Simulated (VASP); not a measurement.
# SnSe (rocksalt type) (Fm-3m) in VASP: a series of runs

Runs on SnSe (rocksalt type). Level: LDA. Tasks: single point.

Everything below comes from runs of VASP 6.6.1. Logs are shortened: lines on timing, memory, paths and dates and some standing lists are left out, and cuts for length are marked.

## (1) The cell of the first run

Symmetry: Fm-3m, No. 225, cubic system. The conventional cell has a = 4.832 Å, b = 4.832 Å, c = 4.832 Å, α = 90.00°, β = 90.00°, γ = 90.00°. Within 3.2 Å of Sn (site symmetry m-3m) lie 6 Se at 2.42 Å. Se (site symmetry m-3m) has 6 Sn at 2.42 Å within 3.2 Å.

## (2) Single point, LDA (14.10 Å³/atom)

File POSCAR:

```
SnSe
1.0
    0.0000000000      2.4157992045      2.4157992045
    2.4157992045      0.0000000000      2.4157992045
    2.4157992045      2.4157992045      0.0000000000
Sn Se
1 1
Direct
    0.0000000000      0.0000000000      0.0000000000
    0.5000000000      0.5000000000      0.5000000000
```

File INCAR.step1:

```
ALGO     = Normal         # electronic algorithm
EDIFF    = 1E-6           # SCF threshold, eV
ENCUT    = 400            # plane-wave cutoff, eV
GGA_COMPAT= False        
ISIF     = 2              # what is computed and relaxed
ISMEAR   = -1             # smearing method
LASPH    = True           # aspherical terms in the spheres
LCHARG   = True           # write CHGCAR
LORBIT   = 11             # projections on sites
LREAL    = False          # projectors in reciprocal space
LWAVE    = False          # write WAVECAR
NBANDS   = 17             # bands
NEDOS    = 2001           # points of the DOS
NELM     = 120            # most SCF steps
PREC     = Accurate       # precision mode
SIGMA    = 0.05           # smearing width, eV
```

File KPOINTS.step1:

```
k-points
0
Gamma
  14 14 14
```

File INCAR.step2:

```
ALGO     = Normal         # electronic algorithm
EDIFF    = 1E-6           # SCF threshold, eV
ENCUT    = 400            # plane-wave cutoff, eV
GGA_COMPAT= False        
ICHARG   = 11             # starting density
ISIF     = 2              # what is computed and relaxed
ISMEAR   = -5             # smearing method
LASPH    = True           # aspherical terms in the spheres
LCHARG   = False          # write CHGCAR
LORBIT   = 11             # projections on sites
LREAL    = False          # projectors in reciprocal space
LWAVE    = False          # write WAVECAR
NEDOS    = 1001           # points of the DOS
NELM     = 120            # most SCF steps
PREC     = Accurate       # precision mode
SIGMA    = 0.05           # smearing width, eV
```

File KPOINTS.step2:

```
k-points
0
Gamma
  21 21 21
```

Potentials or basis: VASP PAW LDA potentials, release 64 (Sn_d, Se).

Command:

```sh
cat potpaw_LDA.64/Sn_d/POTCAR potpaw_LDA.64/Se/POTCAR > POTCAR
cp INCAR.step1 INCAR
cp KPOINTS.step1 KPOINTS
mpirun -np 1 vasp_std > vasp.out
cp INCAR.step2 INCAR
cp KPOINTS.step2 KPOINTS
mpirun -np 1 vasp_std > vasp.out
```

OUTCAR:

```text
EDIFF = 1E-6
   ENCUT = 400
   ICHARG = 11
   ISIF = 2
   ISMEAR = -5
   LASPH = True
   LORBIT = 11
   LREAL = False
   NELM = 120
   PREC = Accurate

 ion  position               nearest neighbor table
   1  0.000  0.000  0.000-   2 2.42   2 2.42   2 2.42   2 2.42   2 2.42   2 2.42
   2  0.500  0.500  0.500-   1 2.42   1 2.42   1 2.42   1 2.42   1 2.42   1 2.42

  LATTYP: Found a face centered cubic cell.
 ALAT       =     4.8315984090

  Lattice vectors:

 A1 = (   0.0000000000,   2.4157992045,   2.4157992045)
 A2 = (   2.4157992045,   0.0000000000,   2.4157992045)
 A3 = (   2.4157992045,   2.4157992045,   0.0000000000)

Analysis of symmetry for initial positions (statically):
=====================================================================
 Subroutine PRICEL returns:
 Original cell was already a primitive cell.

 Routine SETGRP: Setting up the symmetry group for a
 face centered cubic supercell.

 Subroutine GETGRP returns: Found 48 space group operations
 (whereof 48 operations were pure point group operations)
 out of a pool of 48 trial point group operations.

The static configuration has the point symmetry O_h .

Analysis of symmetry for dynamics (positions and initial velocities):
=====================================================================
 Subroutine PRICEL returns:
 Original cell was already a primitive cell.

 Routine SETGRP: Setting up the symmetry group for a
 face centered cubic supercell.

 Subroutine GETGRP returns: Found 48 space group operations
 (whereof 48 operations were pure point group operations)
 out of a pool of 48 trial point group operations.

The dynamic configuration has the point symmetry O_h .

 Subroutine INISYM returns: Found 48 space group operations
 (whereof 48 operations are pure point group operations),
 and found     1 'primitive' translations

----------------------------------------------------------------------------------------

                                     Primitive cell

  volume of cell :      28.1976

  direct lattice vectors                    reciprocal lattice vectors
     0.000000000  2.415799204  2.415799204    -0.206970844  0.206970844  0.206970844
     2.415799204  0.000000000  2.415799204     0.206970844 -0.206970844  0.206970844
     2.415799204  2.415799204  0.000000000     0.206970844  0.206970844 -0.206970844

  length of vectors
     3.416455999  3.416455999  3.416455999     0.358484017  0.358484017  0.358484017

  position of ions in fractional coordinates (direct lattice)
     0.000000000  0.000000000  0.000000000
     0.500000000  0.500000000  0.500000000

  ion indices of the primitive-cell ions
   primitive index   ion index
                 1           1
                 2           2

----------------------------------------------------------------------------------------

 KPOINTS: k-points

Automatic generation of k-mesh.
 Grid dimensions read from file:
 generate k-points for:   21   21   21

 Generating k-lattice:

  Cartesian coordinates                     Fractional coordinates (reciprocal lattice)
    -0.009855754  0.009855754  0.009855754     0.047619048  0.000000000  0.000000000
     0.009855754 -0.009855754  0.009855754     0.000000000  0.047619048  0.000000000
     0.009855754  0.009855754 -0.009855754     0.000000000  0.000000000  0.047619048

  Length of vectors
     0.017070667  0.017070667  0.017070667

  Shift w.r.t. Gamma in fractional coordinates (k-lattice)
     0.000000000  0.000000000  0.000000000

 TETIRR: Found   1276 inequivalent tetrahedra from    55566

 Subroutine IBZKPT returns following result:
 ===========================================

 Found    286 irreducible k-points:

 Following reciprocal coordinates:
            Coordinates               Weight
  0.000000  0.000000  0.000000      1.000000
  0.047619  0.000000  0.000000      8.000000
  0.095238  0.000000  0.000000      8.000000
  0.142857  0.000000  0.000000      8.000000
  0.190476  0.000000  0.000000      8.000000
  0.238095  0.000000  0.000000      8.000000
[... 16 lines left out ...]
 -0.428571  0.047619  0.000000     24.000000
 -0.380952  0.047619  0.000000     24.000000
 [... further k-points ...]
   k-points           NKPTS =    286   k-points in BZ     NKDIM =    286   number of bands    NBANDS=     14
   number of dos      NEDOS =   1001   number of ions     NIONS =      2
   total plane-waves  NPLWV =  13824
   dimension x,y,z NGX =    24 NGY =   24 NGZ =   24
   dimension x,y,z NGXF=    48 NGYF=   48 NGZF=   48
   ions per type =               1   1
   NGX,Y,Z   is equivalent  to a cutoff of  11.68, 11.68, 11.68 a.u.
   NGXF,Y,Z  is equivalent  to a cutoff of  23.36, 23.36, 23.36 a.u.
 SYSTEM =  unknown system
   PREC   = accura    normal or accurate (medium, high low for compatibility)
   ISTART =      0    job   : 0-new  1-cont  2-samecut
   ICHARG =     11    charge: 1-file 2-atom 10-const
   ISPIN  =      1    spin polarized calculation?
   LNONCOLLINEAR =      F non collinear calculations
   LSORBIT =      F    spin-orbit coupling
   LASPH  =      T    aspherical Exc in radial PAW
   ENCUT  =  400.0 eV  29.40 Ry    5.42 a.u.   5.57  5.57  5.57*2*pi/ulx,y,z
   NELM   =    120;   NELMIN=  2; NELMDL=  0     # of ELM steps
   EDIFF  = 0.1E-05   stopping-criterion for ELM
   LREAL  =      F    real-space projection
   EDIFFG = 0.1E-04   stopping-criterion for IOM
   NSW    =      0    number of steps for IOM
   IBRION =     -1    ionic relax: 0-MD 1-quasi-New 2-CG
   NFREE  =      0    steps in history (QN), initial steepest desc. (CG)
   ISIF   =      2    stress and relaxation
   ISYM   =      2    0-nonsym 1-usesym 2-fastsym
   POTIM  = 0.5000    time-step for ionic-motion
   TEBEG  =    0.0;   TEEND  =   0.0 temperature during run
   PSTRESS=    0.0 pullay stress
   NELECT =      20.0000    total number of electrons
   NUPDOWN=      -1.0000    fix difference up-down
   EMIN   =  10.00;   EMAX   =-10.00  energy-range for DOS
   EFERMI =   0.00;   METHOD = LEGACY
   ISMEAR =    -5;   SIGMA  =   0.05  broadening in eV -4-tet -1-fermi 0-gaus
   EFERMI_NEDOS =   21; number of points for ismear=-14 and -15
   IALGO  =     38    algorithm
   IMIX   =      4    mixing-type and parameters
     AMIX     =   0.40;   BMIX     =  1.00
     AMIX_MAG =   1.60;   BMIX_MAG =  1.00
  volume/ion in A,a.u.               =      14.10        95.14
  Fermi-wavevector in a.u.,A,eV,Ry     =   1.459981  2.758965 29.001441  2.131546
  Thomas-Fermi vector in A             =   2.576485
   LORBIT       =     11    0 simple, 1 ext, 2 COOP (PROOUT), +10 PAW based schemes
   GGA     = CA    functional components
   LHFCALC =     F    Hartree Fock is set to
   AEXX    =    0.0000 exact exchange contribution
   IVDW    =     0    specifies the selected vdW correction
   LEPSILON=     F    determine dielectric tensor
   LRPA    =     F    only Hartree local field effects (RPA)
 non-spin polarized calculation
 Fermi weights with tetrahedron method with Bloechl corrections
  energy-cutoff  :      400.00
  volume of cell :       28.20
 maximum number of plane-waves:       532

 number of electron      19.9999985 magnetization

 Free energy of the ion-electron system (eV)
  ---------------------------------------------------
  ext. energy  EPLUGINS =         0.00000000
  ---------------------------------------------------
  free energy    TOTEN  =        -3.98329991 eV

  energy without entropy =       -3.98329991  energy(sigma->0) =       -3.98329991

 E-fermi :  16.2465     XC(G=0): -13.1337

 val. band max:       16.3455191196   @ k =  -0.3810   0.0952   0.0000
 cond. band min:      16.1205124559   @ k =  -0.4286   0.0476   0.0000
 fundamental gap:     -0.2250066638
 Fermi energy:        16.2465056675

 k-point     1 :       0.0000    0.0000    0.0000
  band No.  band energies     occupation
      1      -7.0886      2.00000
      2      -7.0886      2.00000
      3      -7.0139      2.00000
      4      -7.0139      2.00000
      5      -7.0139      2.00000
      6      -4.8940      2.00000
      7      11.2534      2.00000
      8      11.2534      2.00000
      9      11.2534      2.00000
     10      14.5513      2.00000
     11      20.6196      0.00000
     12      20.6196      0.00000
     13      20.6196      0.00000
     14      21.7874      0.00000

 k-point     2 :       0.0476    0.0000    0.0000
  band No.  band energies     occupation
      1      -7.0911      2.00000
      2      -7.0911      2.00000
      3      -7.0143      2.00000
      4      -7.0114      2.00000
      5      -7.0114      2.00000
      6      -4.8534      2.00000
      7      10.8520      2.00000
      8      11.2633      2.00000
      9      11.2633      2.00000
     10      14.8849      2.00000
     11      20.1579      0.00000
     12      20.6268      0.00000
     13      20.6268      0.00000
     14      22.1861      0.00000

 k-point     3 :       0.0952    0.0000    0.0000
  band No.  band energies     occupation
      1      -7.0990      2.00000
      2      -7.0990      2.00000
      3      -7.0156      2.00000
      4      -7.0033      2.00000
      5      -7.0033      2.00000
      6      -4.7315      2.00000
      7       9.9490      2.00000
      8      11.2938      2.00000
      9      11.2938      2.00000
     10      15.5479      2.00000
     11      19.5599      0.00000
     12      20.5077      0.00000
     13      20.5077      0.00000
     14      21.7994      0.00000
[... 324 lines left out ...]
 k-point    23 :      -0.4286    0.0476    0.0000
  band No.  band energies     occupation
      1      -7.2369      2.00000
      2      -7.2311      2.00000
      3      -7.0512      2.00000
      4      -6.8685      2.00000
      5      -6.8680      2.00000
      6      -1.9305      2.00000
      7       2.7369      2.00000
      8      11.4508      2.00000
      9      12.1045      2.00000
     10      15.1131      2.00000
     11      16.0030      1.99401
     12      16.1205      0.89050
     13      20.2722      0.00000
     14      25.2936      0.00000

 k-point    24 :      -0.3810    0.0476    0.0000
  band No.  band energies     occupation
      1      -7.2236      2.00000
      2      -7.2224      2.00000
      3      -7.0475      2.00000
      4      -6.8822      2.00000
      5      -6.8769      2.00000
      6      -2.3300      2.00000
      7       3.3710      2.00000
      8      11.2779      2.00000
      9      12.1592      2.00000
     10      15.2535      2.00000
     11      16.1546      1.78536
     12      16.5156     -0.01221
     13      20.3410      0.00000
     14      24.3678      0.00000

 [... further k-points ...]
[... 5 lines left out ...]
  --------------------------------------------------------------------------------------
  -------------------------------------------------------------------------------------
  Total       22.8641762     22.8641762     22.8641762      0.0000000      0.0000000     -0.0000000
  in kB     1299.1330836   1299.1330836   1299.1330836      0.0000000      0.0000000     -0.0000000
  external PRESSURE =    1299.1330836 kB  Pullay stress =       0.0000000 kB

 VOLUME and BASIS-vectors are now :
 -----------------------------------------------------------------------------
  energy-cutoff  :      400.00
  volume of cell :       28.20
      direct lattice vectors                 reciprocal lattice vectors
     0.000000000  2.415799204  2.415799204    -0.206970844  0.206970844  0.206970844
     2.415799204  0.000000000  2.415799204     0.206970844 -0.206970844  0.206970844
     2.415799204  2.415799204  0.000000000     0.206970844  0.206970844 -0.206970844

 POSITION                                       TOTAL-FORCE (eV/Angst)
 -----------------------------------------------------------------------------------
      0.00000      0.00000      0.00000        -0.000000      0.000000     -0.000000
      2.41580      2.41580      2.41580         0.000000     -0.000000      0.000000
 -----------------------------------------------------------------------------------
    total drift:                                0.000000     -0.000000     -0.000000

  FREE ENERGIE OF THE ION-ELECTRON SYSTEM (eV)
  ---------------------------------------------------
  free  energy   TOTEN  =        -3.9832999090 eV

  energy  without entropy=       -3.9832999090  energy(sigma->0) =       -3.98329991

 total charge

# of ion       s       p       d       tot
------------------------------------------
    1        1.325   1.577  10.280  13.182
    2        1.513   2.587   0.242   4.342
--------------------------------------------------
tot          2.838   4.164  10.522  17.524
```

Wall time 1.9 min (1 thread of Intel Xeon 8259CL, shared host); peak memory 0.19 GiB.

Results:

```
Valence electrons inside the program's atomic spheres : Sn 13.18; Se 4.34
```

Caveat: spin-orbit coupling is left out, which moves the levels of the heavy elements; tetrahedron occupations give inexact forces and stress in metals.

## (3) Single point, LDA (18.46 Å³/atom)

This run uses another cell than the first one, of 18.46 Å³/atom.

File POSCAR:

```
SnSe
1.0
    0.0000000000      2.6427176763      2.6427176763
    2.6427176763      0.0000000000      2.6427176763
    2.6427176763      2.6427176763      0.0000000000
Sn Se
1 1
Direct
    0.0000000000      0.0000000000      0.0000000000
    0.5000000000      0.5000000000      0.5000000000
```

File INCAR.step1:

```
  ALGO = Normal
  EDIFF = 1E-6
  ENCUT = 400
  GGA_COMPAT = F
  ISIF = 2
  ISMEAR = -1
  LASPH = T
  LCHARG = T
  LORBIT = 11
  LREAL = F
  LWAVE = F
  NBANDS = 17
  NEDOS = 2001
  NELM = 120
  PREC = Accurate
  SIGMA = 0.05
```

KPOINTS.step1 is that of step 2.

File INCAR.step2:

```
  ALGO = Normal
  EDIFF = 1E-6
  ENCUT = 400
  GGA_COMPAT = F
  ICHARG = 11
  ISIF = 2
  ISMEAR = -5
  LASPH = T
  LCHARG = F
  LORBIT = 11
  LREAL = F
  LWAVE = F
  NEDOS = 1001
  NELM = 120
  PREC = Accurate
  SIGMA = 0.05
```

KPOINTS.step2 is that of step 2.

Potentials or basis: VASP PAW LDA potentials, release 64 (Sn_d, Se).

Command:

```sh
cat potpaw_LDA.64/Sn_d/POTCAR potpaw_LDA.64/Se/POTCAR > POTCAR
cp INCAR.step1 INCAR
cp KPOINTS.step1 KPOINTS
mpirun -np 1 vasp_std > vasp.out
cp INCAR.step2 INCAR
cp KPOINTS.step2 KPOINTS
mpirun -np 1 vasp_std > vasp.out
```

Wall time 90 s (1 thread of Intel Xeon 8259CL, shared host); peak memory 0.22 GiB.

Results (log left out):

```
Valence electrons inside the program's atomic spheres : Sn 12.55; Se 4.02
```

Levels at points of the mesh, in eV from the Fermi level:
| k point | band 6 | band 7 | band 8 | band 9 | band 10 | band 11 | band 12 | band 13 | band 14 |
| --- | --- | --- | --- | --- | --- | --- | --- | --- | --- |
| (0.00, 0.00, 0.00) | -17.69 | -3.85 | -3.85 | -3.85 | -3.79 | 4.91 | 4.91 | 4.91 | 5.36 |

Caveat: spin-orbit coupling is left out, which moves the levels of the heavy elements; tetrahedron occupations give inexact forces and stress in metals.
